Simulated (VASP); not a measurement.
# B (P-1) in VASP: relaxation of cell and atoms with PBE

Aim: the relaxation of cell and atoms of B with PBE.

Everything below comes from runs of VASP 6.6.1. Logs are shortened: lines on timing, memory, paths and dates and some standing lists are left out, and cuts for length are marked.

### Step 1. The cell of the first run

The typed cell holds 8 atoms: a = 2.900 Å, b = 2.999 Å, c = 6.880 Å, α = 97.58°, β = 93.44°, γ = 116.51°.

### Step 2. Relaxation of cell and atoms, PBE

Input file INCAR:

```
SYSTEM = B
  PREC = Accurate
  ENCUT = 600
  EDIFF = 1E-6
  ISMEAR = 0
  SIGMA = 0.1
  LREAL = .FALSE.
  LASPH = .TRUE.
  NELM = 80
  ALGO = Fast
  ISIF = 3
  LWAVE = .FALSE.
  LCHARG = .FALSE.
  GGA = PE
  IBRION = 2
  NSW = 100
  EDIFFG = -0.01
```

Input file KPOINTS:

```
regular mesh
0
G
  14 14 6
  0 0 0
```

Input file POSCAR:

```
B
1.0
    2.8999392875      0.0000000000      0.0000000000
   -1.3389575241      2.6839824953      0.0000000000
   -0.4129266763     -1.2203608379      6.7584687400
B
8
Direct
    0.1026114588      0.2330079224      0.7948253386
    0.2476573565      0.4794120737      0.2965032112
    0.8270983566      0.1683196531      0.0511686552
    0.8525507331      0.6838087943      0.4580480289
    0.1729016434      0.8316803469      0.9488313448
    0.1474492669      0.3161912057      0.5419519711
    0.7523426435      0.5205879263      0.7034967888
    0.8973885412      0.7669920776      0.2051746614
```

Potentials or basis: VASP PAW PBE potentials, release 64 (B).

Run with:

```bash
cat potpaw_PBE.64/B/POTCAR > POTCAR
mpirun -np 1 vasp_std > vasp.out
```

OUTCAR:

```text
SYSTEM = B
   PREC = Accurate
   ENCUT = 600
   EDIFF = 1E-6
   ISMEAR = 0
   LREAL = .FALSE.
   LASPH = .TRUE.
   NELM = 80
   ISIF = 3
   GGA = PE
   IBRION = 2
   NSW = 100
   EDIFFG = -0.01

 ion  position               nearest neighbor table
   1  0.103  0.233  0.795-   7 1.74   5 1.77   6 1.79   7 1.88   5 1.88   7 1.90   3 1.98
   2  0.248  0.479  0.297-   8 1.74   4 1.82   6 1.82   8 1.88   4 1.88   3 1.88   8 1.90
   3  0.827  0.168  0.051-   5 1.75   8 1.77   5 1.82   2 1.88   8 1.88   1 1.98   5 2.03
   4  0.853  0.684  0.458-   6 1.69   8 1.79   6 1.80   2 1.82   7 1.82   2 1.88   6 2.01
   5  0.173  0.832  0.949-   3 1.75   1 1.77   3 1.82   7 1.88   1 1.88   8 1.98   3 2.03
   6  0.147  0.316  0.542-   4 1.69   1 1.79   4 1.80   7 1.82   2 1.82   7 1.88   4 2.01
   7  0.752  0.521  0.703-   1 1.74   6 1.82   4 1.82   1 1.88   6 1.88   5 1.88   1 1.90
   8  0.897  0.767  0.205-   2 1.74   3 1.77   4 1.79   2 1.88   3 1.88   2 1.90   5 1.98

  LATTYP: Found a triclinic cell.
 ALAT       =     2.8999392875
 B/A-ratio  =     3.5529475498
 C/A-ratio  =     1.0706788141
 COS(alpha) =     0.0006199519
 COS(beta)  =     0.5027472624
 COS(gamma) =     0.6527897287

  Lattice vectors:

 A1 = (  -2.8999392875,   0.0000000000,   0.0000000000)
 A2 = (  -6.7259094228,   3.9043433332,  -6.7584687400)
 A3 = (  -1.5609817634,  -2.6839824953,   0.0000000000)

Analysis of symmetry for initial positions (statically):
=====================================================================
 Subroutine PRICEL returns:
 Original cell was already a primitive cell.

 Routine SETGRP: Setting up the symmetry group for a
 triclinic supercell.

 Subroutine GETGRP returns: Found  2 space group operations
 (whereof  2 operations were pure point group operations)
 out of a pool of  2 trial point group operations.

The static configuration has the point symmetry S_2 .

Analysis of symmetry for dynamics (positions and initial velocities):
=====================================================================
 Subroutine PRICEL returns:
 Original cell was already a primitive cell.

 Routine SETGRP: Setting up the symmetry group for a
 triclinic supercell.

 Subroutine GETGRP returns: Found  2 space group operations
 (whereof  2 operations were pure point group operations)
 out of a pool of  2 trial point group operations.

The dynamic configuration has the point symmetry S_2 .

[... 118 lines left out ...]
   POTIM  = 0.5000    time-step for ionic-motion
   TEBEG  =    0.0;   TEEND  =   0.0 temperature during run
   PSTRESS=    0.0 pullay stress
   NELECT =      24.0000    total number of electrons
   NUPDOWN=      -1.0000    fix difference up-down
   EMIN   =  10.00;   EMAX   =-10.00  energy-range for DOS
   EFERMI =   0.00;   METHOD = LEGACY
   ISMEAR =     0;   SIGMA  =   0.10  broadening in eV -4-tet -1-fermi 0-gaus
   EFERMI_NEDOS =   21; number of points for ismear=-14 and -15
   IALGO  =     68    algorithm
   IMIX   =      4    mixing-type and parameters
     AMIX     =   0.40;   BMIX     =  1.00
     AMIX_MAG =   1.60;   BMIX_MAG =  1.00
  volume/ion in A,a.u.               =       6.58        44.37
  Fermi-wavevector in a.u.,A,eV,Ry     =   1.260297  2.381616 21.610798  1.588349
  Thomas-Fermi vector in A             =   2.393814
   LORBIT       =      0    0 simple, 1 ext, 2 COOP (PROOUT), +10 PAW based schemes
   GGA     = PE    functional components
   LHFCALC =     F    Hartree Fock is set to
   AEXX    =    0.0000 exact exchange contribution
   IVDW    =     0    specifies the selected vdW correction
   LEPSILON=     F    determine dielectric tensor
   LRPA    =     F    only Hartree local field effects (RPA)
 conjugate gradient relaxation of ions
 non-spin polarized calculation
 RMM-DIIS sequential band-by-band and
 Gauss-broadening in eV      SIGMA  =   0.10
  energy-cutoff  :      600.00
  volume of cell :       52.60
 maximum number of plane-waves:      1774
   NGX = 11   NGY = 11   NGZ = 27

--------------------------------------- Ionic step        1  -------------------------------------------

 number of electron      24.0000000 magnetization

 Free energy of the ion-electron system (eV)
  ---------------------------------------------------
  ext. energy  EPLUGINS =         0.00000000
  ---------------------------------------------------
  free energy    TOTEN  =       -50.49024175 eV

  energy without entropy =      -50.48683665  energy(sigma->0) =      -50.48853920

------------------------ aborting loop because EDIFF is reached ----------------------------------------

  FORCE on cell =-STRESS in cart. coord.  units (eV):
  Direction    XX          YY          ZZ          XY          YZ          ZX
  --------------------------------------------------------------------------------------
  -------------------------------------------------------------------------------------
  Total        0.0517103     -0.0816153      0.0721162      0.1286930     -0.0501234     -0.0496989
  in kB        1.5749655     -2.4857941      2.1964776      3.9196616     -1.5266311     -1.5137008
  external PRESSURE =       0.4285497 kB  Pullay stress =       0.0000000 kB
[... 239 lines left out ...]
--------------------------------------- Ionic step        7  -------------------------------------------

 number of electron      24.0000000 magnetization

 Free energy of the ion-electron system (eV)
  ---------------------------------------------------
  ext. energy  EPLUGINS =         0.00000000
  ---------------------------------------------------
  free energy    TOTEN  =       -50.49097532 eV

  energy without entropy =      -50.48744586  energy(sigma->0) =      -50.48921059

 E-fermi :   8.0487     XC(G=0): -12.2495

 val. band max:        8.0411506130   @ k =   0.3571  -0.0000  -0.0000
 cond. band min:       8.0587562601   @ k =  -0.1429   0.0714   0.5000
 fundamental gap:      0.0176056472
 Fermi energy:         8.0486613887

 k-point     1 :       0.0000    0.0000    0.0000
  band No.  band energies     occupation
      1      -9.0671      2.00000
      2      -6.6184      2.00000
      3      -6.4596      2.00000
      4      -0.0331      2.00000
      5       1.5054      2.00000
      6       4.4288      2.00000
[... 457 lines left out ...]
      4       0.0783      2.00000
      5       1.5828      2.00000
      6       2.0599      2.00000
[... 9 lines left out ...]
     16      12.6097      0.00000
     17      13.0142      0.00000

 [... further k-points ...]

------------------------ aborting loop because EDIFF is reached ----------------------------------------

  FORCE on cell =-STRESS in cart. coord.  units (eV):
  Direction    XX          YY          ZZ          XY          YZ          ZX
  --------------------------------------------------------------------------------------
  -------------------------------------------------------------------------------------
  Total       -0.0219273     -0.0038819     -0.0126523     -0.0042553     -0.0076131     -0.0062651
  in kB       -0.6677522     -0.1182165     -0.3853006     -0.1295870     -0.2318421     -0.1907924
  external PRESSURE =      -0.3904231 kB  Pullay stress =       0.0000000 kB
[... 23 lines left out ...]
  FREE ENERGIE OF THE ION-ELECTRON SYSTEM (eV)
  ---------------------------------------------------
  free  energy   TOTEN  =       -50.4909753247 eV

  energy  without entropy=      -50.4874458590  energy(sigma->0) =      -50.48921059

 reached required accuracy - stopping structural energy minimisation
```

CONTCAR:

```text
B
   1.00000000000000
     2.9022103657206060    0.0048967574437161   -0.0017113953756255
    -1.3354722017690017    2.6768406632366903   -0.0012231581532477
    -0.4192987721854943   -1.2239062756728807    6.7676616565215006
  B
     8
Direct
     0.1023736819713349    0.2328922656503145    0.7946482584341420
     0.2485037549666511    0.4786702804923116    0.2963633426688090
     0.8266759277911599    0.1689388316571823    0.0511758820975909
     0.8519040229706324    0.6827750513200183    0.4580695564806725
     0.1733240722088401    0.8310611683428177    0.9488241179024089
     0.1480959770293676    0.3172249486799817    0.5419304435193275
     0.7514962450333488    0.5213297195076885    0.7036366573311910
     0.8976263180286652    0.7671077343496854    0.2053517415658580

  0.00000000E+00  0.00000000E+00  0.00000000E+00
  0.00000000E+00  0.00000000E+00  0.00000000E+00
  0.00000000E+00  0.00000000E+00  0.00000000E+00
  0.00000000E+00  0.00000000E+00  0.00000000E+00
  0.00000000E+00  0.00000000E+00  0.00000000E+00
  0.00000000E+00  0.00000000E+00  0.00000000E+00
  0.00000000E+00  0.00000000E+00  0.00000000E+00
  0.00000000E+00  0.00000000E+00  0.00000000E+00
```

It took 19 min on 1 thread of Oxide Virtual Turin-like, shared host; peak memory 0.51 GiB.

What came out:

```
Free energy                           : -50.4910 eV
Relaxed volume                        : 6.58 Å³/atom
Relaxed cell                          : a = 2.902 Å, b = 2.991 Å, c = 6.890 Å, α = 97.60°, β = 93.54°, γ = 116.42°
Space group after relaxing (to 0.1 Å) : P-1 (No. 2)
Energy gained by relaxing             : 0.1 meV/atom
Ionic steps                           : 7
Pressure after relaxing               : 0.0 GPa
Largest force after relaxing          : 0.009 eV/Å
Band gap on the k mesh                : zero (bands 12 and 13 overlap by 2.24 eV)
```

Forces on the atoms (eV/Å):
```
B   -0.002  0.001  0.005
B    0.002 -0.007  0.001
B   -0.008 -0.004 -0.003
B    0.003  0.003 -0.001
B    0.008  0.004  0.003
B   -0.003 -0.003  0.001
B   -0.002  0.007 -0.001
B    0.002 -0.001 -0.005
```

The path:
```
step  energy change (eV)  largest force (eV/Å)  pressure (GPa)  volume (Å³)
   1              0.0000                0.0526            0.04        52.60
   2             -0.0005                0.0275           -0.04        52.62
   3             -0.0005                0.0411           -0.06        52.62
   4             -0.0007                0.0170            0.02        52.61
   5             -0.0007                0.0170            0.01        52.61
   6             -0.0007                0.0109           -0.02        52.61
   7             -0.0007                0.0093           -0.04        52.61
```

Final structure:
```yaml
crystal:
  lattice:
    - [2.90221, 0.00490, -0.00171]
    - [-1.33547, 2.67684, -0.00122]
    - [-0.41930, -1.22391, 6.76766]
  atoms:
    - { symbol: B, position: [0.10237, 0.23289, 0.79465] }
    - { symbol: B, position: [0.24850, 0.47867, 0.29636] }
    - { symbol: B, position: [0.82668, 0.16894, 0.05118] }
    - { symbol: B, position: [0.85190, 0.68277, 0.45807] }
    - { symbol: B, position: [0.17332, 0.83106, 0.94882] }
    - { symbol: B, position: [0.14810, 0.31722, 0.54193] }
    - { symbol: B, position: [0.75150, 0.52133, 0.70364] }
    - { symbol: B, position: [0.89763, 0.76711, 0.20535] }
```

Levels at points of the mesh, in eV from the Fermi level:
```csv
k point,band 10,band 11,band 12,band 13,band 14,band 15
"(0.00, 0.00, 0.00)",-1.28,-0.78,1.05,1.37,2.35,2.65
"(0.50, 0.00, 0.00)",-3.86,-3.10,-1.51,-0.57,1.62,1.68
"(0.00, 0.50, 0.00)",-2.98,-2.79,-1.75,0.18,2.59,3.22
"(0.50, 0.50, 0.00)",-4.48,-3.98,-2.31,0.99,1.86,2.87
"(0.00, 0.00, 0.50)",-1.62,0.10,0.13,1.34,1.57,2.59
"(0.50, 0.00, 0.50)",-4.21,-2.27,-1.41,0.13,0.38,1.72
"(0.00, 0.50, 0.50)",-3.11,-2.99,-0.66,0.84,1.22,2.86
"(0.50, 0.50, 0.50)",-4.54,-4.41,-2.46,1.49,2.04,3.42
```
